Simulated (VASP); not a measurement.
# AlN (Fm-3m) in VASP: notebook

Runs on AlN. Level: PBE. Tasks: single point.

Everything below comes from runs of VASP 6.6.1. Logs are shortened: lines on timing, memory, paths and dates and some standing lists are left out, and cuts for length are marked.

### Step 1. The cell of the first run

Symmetry: Fm-3m, No. 225, cubic system. Conventional cell: a = 3.956 Å, b = 3.956 Å, c = 3.956 Å, α = 90.00°, β = 90.00°, γ = 90.00°. Al (site symmetry m-3m) has 6 N at 1.98 Å within 2.6 Å. Within 2.6 Å of N (site symmetry m-3m) lie 6 Al at 1.98 Å.

### Step 2. Single point, PBE

Input file INCAR:

```
PREC = Accurate
ENCUT = 520
EDIFF = 1E-6
ISMEAR = 0
SIGMA = 0.1
LREAL = False
LASPH = True
NELM = 80
ALGO = Normal
ISIF = 2
LWAVE = False
LCHARG = False
GGA = PE
NBANDS = 11
```

Input file KPOINTS:

```
regular mesh
0
Gamma
  8 8 8
```

Input file POSCAR:

```
AlN
1.0
    0.0000000000      1.9780000400      1.9780000400
    1.9780000400      0.0000000000      1.9780000400
    1.9780000400      1.9780000400      0.0000000000
Al N
1 1
Direct
    0.0000000000      0.0000000000      0.0000000000
    0.5000000000      0.5000000000      0.5000000000
```

Potentials or basis: VASP PAW PBE potentials, release 64 (Al, N).

The run is started by

```
cat potpaw_PBE.64/Al/POTCAR potpaw_PBE.64/N/POTCAR > POTCAR
mpirun -np 1 vasp_std > vasp.out
```

OUTCAR:

```text
PREC = Accurate
   ENCUT = 520
   EDIFF = 1E-6
   ISMEAR = 0
   LREAL = False
   LASPH = True
   NELM = 80
   ISIF = 2
   GGA = PE

 ion  position               nearest neighbor table
   1  0.000  0.000  0.000-   2 1.98   2 1.98   2 1.98   2 1.98   2 1.98   2 1.98
   2  0.500  0.500  0.500-   1 1.98   1 1.98   1 1.98   1 1.98   1 1.98   1 1.98

  LATTYP: Found a face centered cubic cell.
 ALAT       =     3.9560000800

  Lattice vectors:

 A1 = (   0.0000000000,   1.9780000400,   1.9780000400)
 A2 = (   1.9780000400,   0.0000000000,   1.9780000400)
 A3 = (   1.9780000400,   1.9780000400,   0.0000000000)

Analysis of symmetry for initial positions (statically):
=====================================================================
 Subroutine PRICEL returns:
 Original cell was already a primitive cell.

 Routine SETGRP: Setting up the symmetry group for a
 face centered cubic supercell.

 Subroutine GETGRP returns: Found 48 space group operations
 (whereof 48 operations were pure point group operations)
 out of a pool of 48 trial point group operations.

The static configuration has the point symmetry O_h .

Analysis of symmetry for dynamics (positions and initial velocities):
=====================================================================
 Subroutine PRICEL returns:
 Original cell was already a primitive cell.

 Routine SETGRP: Setting up the symmetry group for a
 face centered cubic supercell.

 Subroutine GETGRP returns: Found 48 space group operations
 (whereof 48 operations were pure point group operations)
 out of a pool of 48 trial point group operations.

The dynamic configuration has the point symmetry O_h .

 Subroutine INISYM returns: Found 48 space group operations
 (whereof 48 operations are pure point group operations),
 and found     1 'primitive' translations

----------------------------------------------------------------------------------------

                                     Primitive cell

  volume of cell :      15.4778

  direct lattice vectors                    reciprocal lattice vectors
     0.000000000  1.978000040  1.978000040    -0.252780581  0.252780581  0.252780581
     1.978000040  0.000000000  1.978000040     0.252780581 -0.252780581  0.252780581
     1.978000040  1.978000040  0.000000000     0.252780581  0.252780581 -0.252780581

  length of vectors
     2.797314483  2.797314483  2.797314483     0.437828810  0.437828810  0.437828810

  position of ions in fractional coordinates (direct lattice)
     0.000000000  0.000000000  0.000000000
     0.500000000  0.500000000  0.500000000

  ion indices of the primitive-cell ions
   primitive index   ion index
                 1           1
                 2           2

----------------------------------------------------------------------------------------

 KPOINTS: regular mesh

Automatic generation of k-mesh.
 Grid dimensions read from file:
 generate k-points for:    8    8    8

 Generating k-lattice:

  Cartesian coordinates                     Fractional coordinates (reciprocal lattice)
    -0.031597573  0.031597573  0.031597573     0.125000000  0.000000000  0.000000000
     0.031597573 -0.031597573  0.031597573     0.000000000  0.125000000  0.000000000
     0.031597573  0.031597573 -0.031597573     0.000000000  0.000000000  0.125000000

  Length of vectors
     0.054728601  0.054728601  0.054728601

  Shift w.r.t. Gamma in fractional coordinates (k-lattice)
     0.000000000  0.000000000  0.000000000

 Subroutine IBZKPT returns following result:
 ===========================================

 Found     29 irreducible k-points:

 Following reciprocal coordinates:
            Coordinates               Weight
  0.000000  0.000000  0.000000      1.000000
  0.125000  0.000000  0.000000      8.000000
  0.250000  0.000000  0.000000      8.000000
  0.375000  0.000000  0.000000      8.000000
  0.500000  0.000000  0.000000      4.000000
  0.125000  0.125000  0.000000      6.000000
[... 16 lines left out ...]
  0.500000  0.250000  0.125000     48.000000
 -0.375000  0.250000  0.125000     24.000000
 [... further k-points ...]
   k-points           NKPTS =     29   k-points in BZ     NKDIM =     29   number of bands    NBANDS=     11
   number of dos      NEDOS =    301   number of ions     NIONS =      2
   total plane-waves  NPLWV =  13824
   dimension x,y,z NGX =    24 NGY =   24 NGZ =   24
   dimension x,y,z NGXF=    48 NGYF=   48 NGZF=   48
   ions per type =               1   1
   NGX,Y,Z   is equivalent  to a cutoff of  14.26, 14.26, 14.26 a.u.
   NGXF,Y,Z  is equivalent  to a cutoff of  28.53, 28.53, 28.53 a.u.
 SYSTEM =  unknown system
   PREC   = accura    normal or accurate (medium, high low for compatibility)
   ISTART =      0    job   : 0-new  1-cont  2-samecut
   ICHARG =      2    charge: 1-file 2-atom 10-const
   ISPIN  =      1    spin polarized calculation?
   LNONCOLLINEAR =      F non collinear calculations
   LSORBIT =      F    spin-orbit coupling
   LASPH  =      T    aspherical Exc in radial PAW
   ENCUT  =  520.0 eV  38.22 Ry    6.18 a.u.   5.20  5.20  5.20*2*pi/ulx,y,z
   NELM   =     80;   NELMIN=  2; NELMDL= -5     # of ELM steps
   EDIFF  = 0.1E-05   stopping-criterion for ELM
   LREAL  =      F    real-space projection
   EDIFFG = 0.1E-04   stopping-criterion for IOM
   NSW    =      0    number of steps for IOM
   IBRION =     -1    ionic relax: 0-MD 1-quasi-New 2-CG
   NFREE  =      0    steps in history (QN), initial steepest desc. (CG)
   ISIF   =      2    stress and relaxation
   ISYM   =      2    0-nonsym 1-usesym 2-fastsym
   POTIM  = 0.5000    time-step for ionic-motion
   TEBEG  =    0.0;   TEEND  =   0.0 temperature during run
   PSTRESS=    0.0 pullay stress
   NELECT =       8.0000    total number of electrons
   NUPDOWN=      -1.0000    fix difference up-down
   EMIN   =  10.00;   EMAX   =-10.00  energy-range for DOS
   EFERMI =   0.00;   METHOD = LEGACY
   ISMEAR =     0;   SIGMA  =   0.10  broadening in eV -4-tet -1-fermi 0-gaus
   EFERMI_NEDOS =   21; number of points for ismear=-14 and -15
   IALGO  =     38    algorithm
   IMIX   =      4    mixing-type and parameters
     AMIX     =   0.40;   BMIX     =  1.00
     AMIX_MAG =   1.60;   BMIX_MAG =  1.00
  volume/ion in A,a.u.               =       7.74        52.22
  Fermi-wavevector in a.u.,A,eV,Ry     =   1.313818  2.482756 23.485257  1.726118
  Thomas-Fermi vector in A             =   2.444114
   LORBIT       =      0    0 simple, 1 ext, 2 COOP (PROOUT), +10 PAW based schemes
   GGA     = PE    functional components
   LHFCALC =     F    Hartree Fock is set to
   AEXX    =    0.0000 exact exchange contribution
   IVDW    =     0    specifies the selected vdW correction
   LEPSILON=     F    determine dielectric tensor
   LRPA    =     F    only Hartree local field effects (RPA)
 non-spin polarized calculation
 Gauss-broadening in eV      SIGMA  =   0.10
  energy-cutoff  :      520.00
  volume of cell :       15.48
 maximum number of plane-waves:       444
 NGX is ok and might be reduce to    24
   NGX = 11   NGY = 11   NGZ = 11

 number of electron       8.0000000 magnetization

 Free energy of the ion-electron system (eV)
  ---------------------------------------------------
  ext. energy  EPLUGINS =         0.00000000
  ---------------------------------------------------
  free energy    TOTEN  =       -14.44427573 eV

  energy without entropy =      -14.44427573  energy(sigma->0) =      -14.44427573

 E-fermi :  11.3325     XC(G=0): -12.5953

 val. band max:       10.8362967858   @ k =   0.0000   0.0000   0.0000
 cond. band min:      16.0215840866   @ k =   0.5000   0.5000   0.0000
 fundamental gap:      5.1852873007
 Fermi energy:        11.3325141906

 k-point     1 :       0.0000    0.0000    0.0000
  band No.  band energies     occupation
      1      -7.3262      2.00000
      2      10.8363      2.00000
      3      10.8363      2.00000
      4      10.8363      2.00000
      5      17.4920      0.00000
      6      23.2125      0.00000
      7      23.2125      0.00000
      8      23.2125      0.00000
      9      28.5338      0.00000
     10      29.1124      0.00000
     11      29.1124      0.00000

 k-point     2 :       0.1250    0.0000    0.0000
  band No.  band energies     occupation
      1      -6.9865      2.00000
      2       9.3185      2.00000
      3      10.6280      2.00000
      4      10.6280      2.00000
      5      18.2775      0.00000
      6      22.0796      0.00000
      7      23.6900      0.00000
      8      23.6900      0.00000
      9      27.3674      0.00000
     10      27.3674      0.00000
     11      29.9640      0.00000

 k-point     3 :       0.2500    0.0000    0.0000
  band No.  band energies     occupation
      1      -6.0163      2.00000
      2       6.3469      2.00000
      3      10.1775      2.00000
      4      10.1775      2.00000
      5      18.3010      0.00000
      6      22.5722      0.00000
      7      23.6340      0.00000
      8      23.6340      0.00000
      9      27.5874      0.00000
     10      27.5874      0.00000
     11      28.9780      0.00000

 k-point     4 :       0.3750    0.0000    0.0000
  band No.  band energies     occupation
      1      -4.6489      2.00000
      2       3.4879      2.00000
      3       9.7832      2.00000
      4       9.7832      2.00000
      5      17.6433      0.00000
      6      22.7416      0.00000
      7      22.7416      0.00000
      8      24.3224      0.00000
      9      28.0103      0.00000
     10      30.2732      0.00000
     11      30.2732      0.00000
[... 239 lines left out ...]
 k-point    22 :       0.3750    0.2500    0.1250
  band No.  band energies     occupation
      1      -5.2132      2.00000
      2       5.9652      2.00000
      3       8.0947      2.00000
      4       9.5495      2.00000
      5      19.7922      0.00000
      6      20.3144      0.00000
      7      21.7086      0.00000
      8      25.4586      0.00000
      9      26.5793      0.00000
     10      31.1314      0.00000
     11      33.3944      0.00000

 k-point    23 :       0.5000    0.2500    0.1250
  band No.  band energies     occupation
      1      -3.9797      2.00000
      2       4.0863      2.00000
      3       7.1262      2.00000
      4       8.9820      2.00000
      5      19.6440      0.00000
      6      20.5607      0.00000
      7      22.2401      0.00000
      8      24.8507      0.00000
      9      28.5262      0.00000
     10      31.7952      0.00000
     11      33.7403      0.00000

 k-point    24 :      -0.3750    0.2500    0.1250
  band No.  band energies     occupation
      1      -3.2563      2.00000
      2       3.0189      2.00000
      3       6.8961      2.00000
      4       8.7040      2.00000
      5      19.7239      0.00000
      6      19.9682      0.00000
      7      23.8179      0.00000
      8      24.3171      0.00000
      9      29.7257      0.00000
     10      30.8201      0.00000
     11      34.1644      0.00000

 [... further k-points ...]
[... 5 lines left out ...]
  --------------------------------------------------------------------------------------
  -------------------------------------------------------------------------------------
  Total        2.4366205      2.4366205      2.4366205      0.0000000      0.0000000      0.0000000
  in kB      252.2258477    252.2258477    252.2258477      0.0000000      0.0000000      0.0000000
  external PRESSURE =     252.2258477 kB  Pullay stress =       0.0000000 kB

 VOLUME and BASIS-vectors are now :
 -----------------------------------------------------------------------------
  energy-cutoff  :      520.00
  volume of cell :       15.48
      direct lattice vectors                 reciprocal lattice vectors
     0.000000000  1.978000040  1.978000040    -0.252780581  0.252780581  0.252780581
     1.978000040  0.000000000  1.978000040     0.252780581 -0.252780581  0.252780581
     1.978000040  1.978000040  0.000000000     0.252780581  0.252780581 -0.252780581

 POSITION                                       TOTAL-FORCE (eV/Angst)
 -----------------------------------------------------------------------------------
      0.00000      0.00000      0.00000         0.000000      0.000000      0.000000
      1.97800      1.97800      1.97800        -0.000000     -0.000000     -0.000000
 -----------------------------------------------------------------------------------
    total drift:                               -0.000000     -0.000000      0.000000

  FREE ENERGIE OF THE ION-ELECTRON SYSTEM (eV)
  ---------------------------------------------------
  free  energy   TOTEN  =       -14.4442757284 eV

  energy  without entropy=      -14.4442757284  energy(sigma->0) =      -14.44427573
```

Run time: 3.1 s. Hardware: 1 thread of Intel Xeon 6975P-C (Granite Rapids), shared host; peak memory 0.12 GiB.

Results:

* Free energy: -14.4443 eV
* Pressure: 25.2 GPa
* Band gap on the k mesh: 5.19 eV, indirect (least direct gap 6.66 eV)

A k mesh can miss the band edges. Expect the measured gap to be larger: semilocal functionals such as PBE lack the derivative discontinuity.

### Step 3. Single point, PBE

This run uses another cell than the first one, of 8.43 Å³/atom, 1.089 times its volume.

Input file INCAR:

```
  PREC = Accurate
  ENCUT = 520
  EDIFF = 1E-7
  ISMEAR = 0
  SIGMA = 0.1
  LREAL = False
  LASPH = True
  NELM = 100
  ALGO = Normal
  ISIF = 2
  LWAVE = False
  LCHARG = False
  GGA = PE
  NBANDS = 11
```

Input file KPOINTS:

```
Automatic mesh
0
Gamma
  8 8 8
```

Input file POSCAR:

```
AlN
1.0
    0.0000000000      2.0351763369      2.0351763369
    2.0351763369      0.0000000000      2.0351763369
    2.0351763369      2.0351763369      0.0000000000
Al N
1 1
Direct
    0.0000000000      0.0000000000      0.0000000000
    0.5000000000      0.5000000000      0.5000000000
```

Potentials or basis: VASP PAW PBE potentials, release 64 (Al, N).

The run is started by

```
cat potpaw_PBE.64/Al/POTCAR potpaw_PBE.64/N/POTCAR > POTCAR
mpirun -np 1 vasp_std > vasp.out
```

It took 3.2 s on 1 thread of Intel Xeon 6975P-C (Granite Rapids), shared host; peak memory 0.12 GiB.

The run converged. Its results:

| Quantity | Value |
| --- | --- |
| Free energy | -14.5455 eV |
| Pressure | -0.2 GPa |
| Band gap on the k mesh | 4.41 eV, indirect (least direct gap 5.39 eV) |

Levels at points of the mesh, in eV from the valence-band top:
```tsv
k point	band 2	band 3	band 4	band 5	band 6	band 7
(0.00, 0.00, 0.00)	0.00	0.00	0.00	5.39	12.10	12.10
(0.50, 0.00, 0.00)	-8.18	-1.04	-1.04	6.01	10.84	10.84
(0.50, 0.50, 0.00)	-7.25	-2.75	-2.75	4.41	5.34	13.81
```
